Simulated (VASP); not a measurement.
# AlP (hm.bA) (F-43m) in VASP: single point with PBE

Aim: the single point of AlP (hm.bA) with PBE.

All numbers are computed with VASP 6.6.1; they aren't measurements. Logs are shortened: lines on timing, memory, paths and dates and some standing lists are left out, and cuts for length are marked.

## 1. The cell of the first run

Symmetry: F-43m, No. 216, cubic system. The conventional cell has a = 5.507 Å, b = 5.507 Å, c = 5.507 Å, α = 90.00°, β = 90.00°, γ = 90.00°. Within 3.1 Å of Al (site symmetry -43m) lie 4 P at 2.38 Å. Within 3.1 Å of P (site symmetry -43m) lie 4 Al at 2.38 Å.

## 2. Single point, PBE

Input file INCAR:

```
  ALGO = Normal
  EDIFF = 1E-6
  ENCUT = 500
  GGA = PE
  GGA_COMPAT = F
  ISIF = 2
  ISMEAR = 0
  LASPH = T
  LCHARG = T
  LELF = T
  LREAL = F
  LVHAR = T
  LWAVE = F
  NBANDS = 11
  NELM = 120
  PREC = Accurate
  SIGMA = 0.02
```

Input file KPOINTS:

```
k-points
0
Gamma
  8 8 8
```

Input file POSCAR:

```
AlP
1.0
    0.0000000000      2.7534771652      2.7534771652
    2.7534771652      0.0000000000      2.7534771652
    2.7534771652      2.7534771652      0.0000000000
Al P
1 1
Direct
    0.0000000000      0.0000000000      0.0000000000
    0.2500000000      0.2500000000      0.2500000000
```

Potentials or basis: VASP PAW PBE potentials, release 64 (Al, P).

Launch:

```sh
$ cat potpaw_PBE.64/Al/POTCAR potpaw_PBE.64/P/POTCAR > POTCAR
$ mpirun -np 1 vasp_std > vasp.out
```

OUTCAR:

```text
EDIFF = 1E-6
   ENCUT = 500
   GGA = PE
   ISIF = 2
   ISMEAR = 0
   LASPH = T
   LREAL = F
   NELM = 120
   PREC = Accurate

 ion  position               nearest neighbor table
   1  0.000  0.000  0.000-   2 2.38   2 2.38   2 2.38   2 2.38
   2  0.250  0.250  0.250-   1 2.38   1 2.38   1 2.38   1 2.38

  LATTYP: Found a face centered cubic cell.
 ALAT       =     5.5069543304

  Lattice vectors:

 A1 = (   0.0000000000,   2.7534771652,   2.7534771652)
 A2 = (   2.7534771652,   0.0000000000,   2.7534771652)
 A3 = (   2.7534771652,   2.7534771652,   0.0000000000)

Analysis of symmetry for initial positions (statically):
=====================================================================
 Subroutine PRICEL returns:
 Original cell was already a primitive cell.

 Routine SETGRP: Setting up the symmetry group for a
 face centered cubic supercell.

 Subroutine GETGRP returns: Found 24 space group operations
 (whereof 24 operations were pure point group operations)
 out of a pool of 48 trial point group operations.

The static configuration has the point symmetry T_d .

Analysis of symmetry for dynamics (positions and initial velocities):
=====================================================================
 Subroutine PRICEL returns:
 Original cell was already a primitive cell.

 Routine SETGRP: Setting up the symmetry group for a
 face centered cubic supercell.

 Subroutine GETGRP returns: Found 24 space group operations
 (whereof 24 operations were pure point group operations)
 out of a pool of 48 trial point group operations.

The dynamic configuration has the point symmetry T_d .

 Subroutine INISYM returns: Found 24 space group operations
 (whereof 24 operations are pure point group operations),
 and found     1 'primitive' translations

----------------------------------------------------------------------------------------

                                     Primitive cell

  volume of cell :      41.7517

  direct lattice vectors                    reciprocal lattice vectors
     0.000000000  2.753477165  2.753477165    -0.181588577  0.181588577  0.181588577
     2.753477165  0.000000000  2.753477165     0.181588577 -0.181588577  0.181588577
     2.753477165  2.753477165  0.000000000     0.181588577  0.181588577 -0.181588577

  length of vectors
     3.894004751  3.894004751  3.894004751     0.314520641  0.314520641  0.314520641

  position of ions in fractional coordinates (direct lattice)
     0.000000000  0.000000000  0.000000000
     0.250000000  0.250000000  0.250000000

[... 79 lines left out ...]
   NSW    =      0    number of steps for IOM
   IBRION =     -1    ionic relax: 0-MD 1-quasi-New 2-CG
   NFREE  =      0    steps in history (QN), initial steepest desc. (CG)
   ISIF   =      2    stress and relaxation
   ISYM   =      2    0-nonsym 1-usesym 2-fastsym
   POTIM  = 0.5000    time-step for ionic-motion
   TEBEG  =    0.0;   TEEND  =   0.0 temperature during run
   PSTRESS=    0.0 pullay stress
   NELECT =       8.0000    total number of electrons
   NUPDOWN=      -1.0000    fix difference up-down
   EMIN   =  10.00;   EMAX   =-10.00  energy-range for DOS
   EFERMI =   0.00;   METHOD = LEGACY
   ISMEAR =     0;   SIGMA  =   0.02  broadening in eV -4-tet -1-fermi 0-gaus
   EFERMI_NEDOS =   21; number of points for ismear=-14 and -15
   IALGO  =     38    algorithm
   IMIX   =      4    mixing-type and parameters
     AMIX     =   0.40;   BMIX     =  1.00
     AMIX_MAG =   1.60;   BMIX_MAG =  1.00
  volume/ion in A,a.u.               =      20.88       140.88
  Fermi-wavevector in a.u.,A,eV,Ry     =   0.943800  1.783524 12.119507  0.890759
  Thomas-Fermi vector in A             =   2.071543
   LORBIT       =      0    0 simple, 1 ext, 2 COOP (PROOUT), +10 PAW based schemes
   GGA     = PE    functional components
   LHFCALC =     F    Hartree Fock is set to
   AEXX    =    0.0000 exact exchange contribution
   IVDW    =     0    specifies the selected vdW correction
   LEPSILON=     F    determine dielectric tensor
   LRPA    =     F    only Hartree local field effects (RPA)
 non-spin polarized calculation
 Gauss-broadening in eV      SIGMA  =   0.02
  energy-cutoff  :      500.00
  volume of cell :       41.75
 maximum number of plane-waves:      1068
   NGX = 15   NGY = 15   NGZ = 15

 number of electron       8.0000001 magnetization

 Free energy of the ion-electron system (eV)
  ---------------------------------------------------
  ext. energy  EPLUGINS =         0.00000000
  ---------------------------------------------------
  free energy    TOTEN  =       -10.37677331 eV

  energy without entropy =      -10.37677331  energy(sigma->0) =      -10.37677331

 E-fermi :   4.4642     XC(G=0):  -9.1094

 val. band max:        4.3478848084   @ k =   0.0000   0.0000   0.0000
 cond. band min:       5.9770887487   @ k =   0.5000   0.5000   0.0000
 fundamental gap:      1.6292039403
 Fermi energy:         4.4642091911

 k-point     1 :       0.0000    0.0000    0.0000
  band No.  band energies     occupation
      1      -7.0120      2.00000
      2       4.3479      2.00000
      3       4.3479      2.00000
      4       4.3479      2.00000
      5       7.4348      0.00000
      6       8.8733      0.00000
      7       8.8733      0.00000
      8       8.8733      0.00000
      9      13.1532      0.00000
     10      13.1532      0.00000
     11      14.4610      0.00000
[... 309 lines left out ...]
 k-point    24 :      -0.3750    0.2500    0.1250
  band No.  band energies     occupation
      1      -5.0943      2.00000
      2      -0.7264      2.00000
      3       1.8126      2.00000
      4       2.9045      2.00000
      5       8.2673      0.00000
      6       8.8449      0.00000
      7      11.1539      0.00000
      8      11.9689      0.00000
      9      13.2326      0.00000
     10      15.7035      0.00000
     11      16.9096      0.00000

 [... further k-points ...]
[... 5 lines left out ...]
  --------------------------------------------------------------------------------------
  -------------------------------------------------------------------------------------
  Total       -0.0143190     -0.0143190     -0.0143190      0.0000000     -0.0000000      0.0000000
  in kB       -0.5494775     -0.5494775     -0.5494775      0.0000000     -0.0000000      0.0000000
  external PRESSURE =      -0.5494775 kB  Pullay stress =       0.0000000 kB

 VOLUME and BASIS-vectors are now :
 -----------------------------------------------------------------------------
  energy-cutoff  :      500.00
  volume of cell :       41.75
      direct lattice vectors                 reciprocal lattice vectors
     0.000000000  2.753477165  2.753477165    -0.181588577  0.181588577  0.181588577
     2.753477165  0.000000000  2.753477165     0.181588577 -0.181588577  0.181588577
     2.753477165  2.753477165  0.000000000     0.181588577  0.181588577 -0.181588577

 POSITION                                       TOTAL-FORCE (eV/Angst)
 -----------------------------------------------------------------------------------
      0.00000      0.00000      0.00000        -0.000000      0.000000     -0.000000
      1.37674      1.37674      1.37674         0.000000     -0.000000      0.000000
 -----------------------------------------------------------------------------------
    total drift:                               -0.000000     -0.000000     -0.000000

  FREE ENERGIE OF THE ION-ELECTRON SYSTEM (eV)
  ---------------------------------------------------
  free  energy   TOTEN  =       -10.3767733072 eV

  energy  without entropy=      -10.3767733072  energy(sigma->0) =      -10.37677331
```

stdout:

```text
POSCAR found type information on POSCAR AlP
 POSCAR found :  2 types and       2 ions
 scaLAPACK will be used
 LDA part: xc-table for (Slater+PW92), standard interpolation
 POSCAR, INCAR and KPOINTS ok, starting setup
 FFT: planning ... GRIDC
 FFT: planning ... GRID_SOFT
 FFT: planning ... GRID
 WAVECAR not read
 entering main loop
```

Wall time 15 s (1 thread of Intel Xeon Platinum 8375C at 2.90GHz (Ice Lake), shared host); peak memory 0.15 GiB.

What came out:

* Free energy: -10.3768 eV
* Pressure: -0.1 GPa
* Band gap on the k mesh: 1.63 eV, indirect (least direct gap 3.09 eV)
